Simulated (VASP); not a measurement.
# InSb (F-43m) in VASP: further runs

The runs below take InSb through single point, with LDA.

All numbers are computed with VASP 6.6.1; they aren't measurements. Logs are shortened: lines on timing, memory, paths and dates and some standing lists are left out, and cuts for length are marked.

### 1 The cell of the first run

Symmetry: F-43m, No. 216, cubic system. Conventional cell: a = 5.715 Å, b = 5.715 Å, c = 5.715 Å, α = 90.00°, β = 90.00°, γ = 90.00°. In (site symmetry -43m) has 4 Sb at 2.47 Å within 3.3 Å. Within 3.3 Å of Sb (site symmetry -43m) lie 4 In at 2.47 Å.

### 2 Single point, LDA

INCAR

```
ALGO = Normal ; EDIFF = 1E-6
ENCUT = 500 ; GGA_COMPAT = F
ISIF = 2 ; ISMEAR = -1
LASPH = T ; LCHARG = T
LELF = T ; LREAL = F
LVHAR = T ; LWAVE = F
NBANDS = 21 ; NELM = 120
PREC = Accurate ; SIGMA = 0.15
```

KPOINTS

```
k-points
0
Gamma
  12 12 12
```

POSCAR

```
InSb
1.0
    0.0000000000      2.8575286973      2.8575286973
    2.8575286973      0.0000000000      2.8575286973
    2.8575286973      2.8575286973      0.0000000000
In Sb
1 1
Direct
    0.0000000000      0.0000000000      0.0000000000
    0.7500000000      0.7500000000      0.7500000000
```

Potentials or basis: VASP PAW LDA potentials, release 64 (In_d, Sb_d_GW).

Command:

```console
$ cat potpaw_LDA.64/In_d/POTCAR potpaw_LDA.64/Sb_d_GW/POTCAR > POTCAR
$ mpirun -np 1 vasp_std > vasp.out
```

OUTCAR:

```text
EDIFF = 1E-6
   ENCUT = 500
   ISIF = 2
   ISMEAR = -1
   LASPH = T
   LREAL = F
   NELM = 120
   PREC = Accurate

 ion  position               nearest neighbor table
   1  0.000  0.000  0.000-   2 2.47   2 2.47   2 2.47   2 2.47
   2  0.750  0.750  0.750-   1 2.47   1 2.47   1 2.47   1 2.47

  LATTYP: Found a face centered cubic cell.
 ALAT       =     5.7150573946

  Lattice vectors:

 A1 = (   0.0000000000,   2.8575286973,   2.8575286973)
 A2 = (   2.8575286973,   0.0000000000,   2.8575286973)
 A3 = (   2.8575286973,   2.8575286973,   0.0000000000)

Analysis of symmetry for initial positions (statically):
=====================================================================
 Subroutine PRICEL returns:
 Original cell was already a primitive cell.

 Routine SETGRP: Setting up the symmetry group for a
 face centered cubic supercell.

 Subroutine GETGRP returns: Found 24 space group operations
 (whereof 24 operations were pure point group operations)
 out of a pool of 48 trial point group operations.

The static configuration has the point symmetry T_d .

Analysis of symmetry for dynamics (positions and initial velocities):
=====================================================================
 Subroutine PRICEL returns:
 Original cell was already a primitive cell.

 Routine SETGRP: Setting up the symmetry group for a
 face centered cubic supercell.

 Subroutine GETGRP returns: Found 24 space group operations
 (whereof 24 operations were pure point group operations)
 out of a pool of 48 trial point group operations.

The dynamic configuration has the point symmetry T_d .

 Subroutine INISYM returns: Found 24 space group operations
 (whereof 24 operations are pure point group operations),
 and found     1 'primitive' translations

----------------------------------------------------------------------------------------

                                     Primitive cell

  volume of cell :      46.6661

  direct lattice vectors                    reciprocal lattice vectors
     0.000000000  2.857528697  2.857528697    -0.174976370  0.174976370  0.174976370
     2.857528697  0.000000000  2.857528697     0.174976370 -0.174976370  0.174976370
     2.857528697  2.857528697  0.000000000     0.174976370  0.174976370 -0.174976370

  length of vectors
     4.041155839  4.041155839  4.041155839     0.303067964  0.303067964  0.303067964

  position of ions in fractional coordinates (direct lattice)
     0.000000000  0.000000000  0.000000000
     0.750000000  0.750000000  0.750000000

  ion indices of the primitive-cell ions
   primitive index   ion index
                 1           1
                 2           2

----------------------------------------------------------------------------------------

 KPOINTS: k-points

Automatic generation of k-mesh.
 Grid dimensions read from file:
 generate k-points for:   12   12   12

 Generating k-lattice:

  Cartesian coordinates                     Fractional coordinates (reciprocal lattice)
    -0.014581364  0.014581364  0.014581364     0.083333333  0.000000000  0.000000000
     0.014581364 -0.014581364  0.014581364     0.000000000  0.083333333  0.000000000
     0.014581364  0.014581364 -0.014581364     0.000000000  0.000000000  0.083333333

  Length of vectors
     0.025255664  0.025255664  0.025255664

  Shift w.r.t. Gamma in fractional coordinates (k-lattice)
     0.000000000  0.000000000  0.000000000

 Subroutine IBZKPT returns following result:
 ===========================================

 Found     72 irreducible k-points:

 Following reciprocal coordinates:
            Coordinates               Weight
  0.000000  0.000000  0.000000      1.000000
  0.083333  0.000000  0.000000      8.000000
  0.166667  0.000000  0.000000      8.000000
  0.250000  0.000000  0.000000      8.000000
  0.333333  0.000000  0.000000      8.000000
  0.416667  0.000000  0.000000      8.000000
[... 16 lines left out ...]
  0.500000  0.166667  0.000000     24.000000
 -0.416667  0.166667  0.000000     24.000000
 [... further k-points ...]
   k-points           NKPTS =     72   k-points in BZ     NKDIM =     72   number of bands    NBANDS=     21
   number of dos      NEDOS =    301   number of ions     NIONS =      2
   total plane-waves  NPLWV =  27000
   dimension x,y,z NGX =    30 NGY =   30 NGZ =   30
   dimension x,y,z NGXF=    60 NGYF=   60 NGZF=   60
   ions per type =               1   1
   NGX,Y,Z   is equivalent  to a cutoff of  12.34, 12.34, 12.34 a.u.
   NGXF,Y,Z  is equivalent  to a cutoff of  24.68, 24.68, 24.68 a.u.
 SYSTEM =  unknown system
   PREC   = accura    normal or accurate (medium, high low for compatibility)
   ISTART =      0    job   : 0-new  1-cont  2-samecut
   ICHARG =      2    charge: 1-file 2-atom 10-const
   ISPIN  =      1    spin polarized calculation?
   LNONCOLLINEAR =      F non collinear calculations
   LSORBIT =      F    spin-orbit coupling
   LASPH  =      T    aspherical Exc in radial PAW
   ENCUT  =  500.0 eV  36.75 Ry    6.06 a.u.   7.37  7.37  7.37*2*pi/ulx,y,z
   NELM   =    120;   NELMIN=  2; NELMDL= -5     # of ELM steps
   EDIFF  = 0.1E-05   stopping-criterion for ELM
   LREAL  =      F    real-space projection
   EDIFFG = 0.1E-04   stopping-criterion for IOM
   NSW    =      0    number of steps for IOM
   IBRION =     -1    ionic relax: 0-MD 1-quasi-New 2-CG
   NFREE  =      0    steps in history (QN), initial steepest desc. (CG)
   ISIF   =      2    stress and relaxation
   ISYM   =      2    0-nonsym 1-usesym 2-fastsym
   POTIM  = 0.5000    time-step for ionic-motion
   TEBEG  =    0.0;   TEEND  =   0.0 temperature during run
   PSTRESS=    0.0 pullay stress
   NELECT =      28.0000    total number of electrons
   NUPDOWN=      -1.0000    fix difference up-down
   EMIN   =  10.00;   EMAX   =-10.00  energy-range for DOS
   EFERMI =   0.00;   METHOD = LEGACY
   ISMEAR =    -1;   SIGMA  =   0.15  broadening in eV -4-tet -1-fermi 0-gaus
   EFERMI_NEDOS =   21; number of points for ismear=-14 and -15
   IALGO  =     38    algorithm
   IMIX   =      4    mixing-type and parameters
     AMIX     =   0.40;   BMIX     =  1.00
     AMIX_MAG =   1.60;   BMIX_MAG =  1.00
  volume/ion in A,a.u.               =      23.33       157.46
  Fermi-wavevector in a.u.,A,eV,Ry     =   1.380788  2.609310 25.940523  1.906575
  Thomas-Fermi vector in A             =   2.505632
   LORBIT       =      0    0 simple, 1 ext, 2 COOP (PROOUT), +10 PAW based schemes
   GGA     = CA    functional components
   LHFCALC =     F    Hartree Fock is set to
   AEXX    =    0.0000 exact exchange contribution
   IVDW    =     0    specifies the selected vdW correction
   LEPSILON=     F    determine dielectric tensor
   LRPA    =     F    only Hartree local field effects (RPA)
 non-spin polarized calculation
  energy-cutoff  :      500.00
  volume of cell :       46.67
 maximum number of plane-waves:      1243
 NGX is ok and might be reduce to    30
   NGX = 15   NGY = 15   NGZ = 15

 number of electron      27.9999980 magnetization

 Free energy of the ion-electron system (eV)
  ---------------------------------------------------
  ext. energy  EPLUGINS =         0.00000000
  ---------------------------------------------------
  free energy    TOTEN  =        -6.39094185 eV

  energy without entropy =       -6.38514748  energy(sigma->0) =       -6.38804467

 E-fermi :   8.7768     XC(G=0): -10.9512

 val. band max:        8.6609659045   @ k =   0.0000   0.0000   0.0000
 cond. band min:       9.0195941786   @ k =   0.4167   0.4167   0.0000
 fundamental gap:      0.3586282742
 Fermi energy:         8.7768341747

 k-point     1 :       0.0000    0.0000    0.0000
  band No.  band energies     occupation
      1     -20.9933      2.00000
      2     -20.9933      2.00000
      3     -20.9933      2.00000
      4     -20.9290      2.00000
      5     -20.9290      2.00000
      6      -7.3838      2.00000
[... 13 lines left out ...]
     20      17.2141      0.00000
     21      17.2142      0.00000

 k-point     2 :       0.0833    0.0000    0.0000
  band No.  band energies     occupation
      1     -20.9935      2.00000
      2     -20.9931      2.00000
      3     -20.9931      2.00000
      4     -20.9287      2.00000
      5     -20.9287      2.00000
      6      -7.4013      2.00000
[... 13 lines left out ...]
     20      16.5963      0.00000
     21      16.5967      0.00000

 k-point     3 :       0.1667    0.0000    0.0000
  band No.  band energies     occupation
      1     -20.9938      2.00000
      2     -20.9925      2.00000
      3     -20.9925      2.00000
      4     -20.9279      2.00000
      5     -20.9279      2.00000
      6      -7.4456      2.00000
[... 13 lines left out ...]
     20      16.0806      0.00000
     21      16.0806      0.00000

 k-point     4 :       0.2500    0.0000    0.0000
  band No.  band energies     occupation
      1     -20.9944      2.00000
      2     -20.9916      2.00000
      3     -20.9916      2.00000
      4     -20.9268      2.00000
      5     -20.9268      2.00000
      6      -7.5003      2.00000
[... 13 lines left out ...]
     20      16.1622      0.00000
     21      16.1622      0.00000

 k-point     5 :       0.3333    0.0000    0.0000
  band No.  band energies     occupation
      1     -20.9949      2.00000
      2     -20.9908      2.00000
      3     -20.9908      2.00000
      4     -20.9258      2.00000
      5     -20.9258      2.00000
      6      -7.5498      2.00000
[... 13 lines left out ...]
     20      16.8938      0.00000
     21      16.8938      0.00000
[... 382 lines left out ...]
     20      17.7132      0.00000
     21      18.1505      0.00000

 k-point    22 :       0.4167    0.1667    0.0000
  band No.  band energies     occupation
      1     -20.9967      2.00000
      2     -20.9900      2.00000
      3     -20.9887      2.00000
      4     -20.9275      2.00000
      5     -20.9226      2.00000
      6      -7.5898      2.00000
[... 13 lines left out ...]
     20      18.9285      0.00000
     21      18.9428      0.00000

 k-point    23 :       0.5000    0.1667    0.0000
  band No.  band energies     occupation
      1     -20.9959      2.00000
      2     -20.9903      2.00000
      3     -20.9886      2.00000
      4     -20.9264      2.00000
      5     -20.9227      2.00000
      6      -7.6070      2.00000
[... 13 lines left out ...]
     20      18.9544      0.00000
     21      19.0558      0.00000

 k-point    24 :      -0.4167    0.1667    0.0000
  band No.  band energies     occupation
      1     -20.9951      2.00000
      2     -20.9906      2.00000
      3     -20.9891      2.00000
      4     -20.9254      2.00000
      5     -20.9235      2.00000
      6      -7.6071      2.00000
[... 13 lines left out ...]
     20      17.6734      0.00000
     21      17.9295      0.00000

 [... further k-points ...]
[... 5 lines left out ...]
  --------------------------------------------------------------------------------------
  -------------------------------------------------------------------------------------
  Total       11.7468327     11.7468327     11.7468327      0.0000000      0.0000000      0.0000000
  in kB      403.3012506    403.3012506    403.3012506      0.0000000      0.0000000      0.0000000
  external PRESSURE =     403.3012506 kB  Pullay stress =       0.0000000 kB

 VOLUME and BASIS-vectors are now :
 -----------------------------------------------------------------------------
  energy-cutoff  :      500.00
  volume of cell :       46.67
      direct lattice vectors                 reciprocal lattice vectors
     0.000000000  2.857528697  2.857528697    -0.174976370  0.174976370  0.174976370
     2.857528697  0.000000000  2.857528697     0.174976370 -0.174976370  0.174976370
     2.857528697  2.857528697  0.000000000     0.174976370  0.174976370 -0.174976370

 POSITION                                       TOTAL-FORCE (eV/Angst)
 -----------------------------------------------------------------------------------
      0.00000      0.00000      0.00000         0.000000     -0.000000     -0.000000
      4.28629      4.28629      4.28629        -0.000000      0.000000      0.000000
 -----------------------------------------------------------------------------------
    total drift:                               -0.000001     -0.000001     -0.000001

  FREE ENERGIE OF THE ION-ELECTRON SYSTEM (eV)
  ---------------------------------------------------
  free  energy   TOTEN  =        -6.3909418536 eV

  energy  without entropy=       -6.3851474814  energy(sigma->0) =       -6.38804467
```

Wall time 38 s (1 thread of AMD EPYC 9R45 (Zen 5), shared host); peak memory 0.19 GiB.

What came out:

- Free energy: -6.3909 eV
- Pressure: 40.3 GPa
- Band gap on the k mesh: 0.36 eV (least direct gap 1.86 eV)

Caveat: the cell stands under pressure; semilocal functionals underestimate gaps, and a narrow one can read as zero; spin-orbit coupling is left out, which moves the levels of the heavy elements. A k mesh can miss the band edges.

### 3 Single point, LDA

This run uses another cell than the first one, of 29.20 Å³/atom.

INCAR

```
PREC = Accurate
ENCUT = 500
EDIFF = 1E-6
ISMEAR = -1
SIGMA = 0.15
LREAL = False
LASPH = True
NELM = 120
ALGO = Normal
ISIF = 2
LWAVE = False
LCHARG = False
NBANDS = 21
GGA_COMPAT = False
```

KPOINTS

```
regular mesh
0
Gamma
  12 12 12
```

POSCAR

```
InSb
1.0
    0.0000000000      3.0794270551      3.0794270551
    3.0794270551      0.0000000000      3.0794270551
    3.0794270551      3.0794270551      0.0000000000
In Sb
1 1
Direct
    0.0000000000      0.0000000000      0.0000000000
    0.7500000000      0.7500000000      0.7500000000
```

Potentials or basis: VASP PAW LDA potentials, release 64 (In_d, Sb_d_GW).

Command:

```console
$ cat potpaw_LDA.64/In_d/POTCAR potpaw_LDA.64/Sb_d_GW/POTCAR > POTCAR
$ mpirun -np 1 vasp_std > vasp.out
```

Run time: 1.9 min. Hardware: 1 thread of Intel Xeon Platinum 8375C at 2.90GHz (Ice Lake), shared host; peak memory 0.23 GiB.

It converged, with:

```yaml
Free_energy: -8.0045 eV
Pressure: 9.1 GPa
Band_gap_on_the_k_mesh: 0.53 eV
```

Levels at points of the mesh, in eV from the valence-band top:
| k point | band 10 | band 11 | band 12 | band 13 | band 14 | band 15 | band 16 | band 17 | band 18 | band 19 |
| --- | --- | --- | --- | --- | --- | --- | --- | --- | --- | --- |
| (0.00, 0.00, 0.00) | -14.83 | -11.86 | 0.00 | 0.00 | 0.00 | 0.53 | 2.89 | 2.89 | 2.89 | 5.69 |
| (0.50, 0.00, 0.00) | -14.83 | -10.06 | -6.47 | -1.27 | -1.27 | 0.71 | 3.80 | 3.80 | 5.81 | 8.98 |
| (0.50, 0.50, 0.00) | -14.82 | -9.25 | -6.68 | -2.83 | -2.83 | 0.97 | 1.13 | 9.02 | 9.02 | 9.74 |

Caveat: the cell stands under pressure; semilocal functionals underestimate gaps, and a narrow one can read as zero; spin-orbit coupling is left out, which moves the levels of the heavy elements.
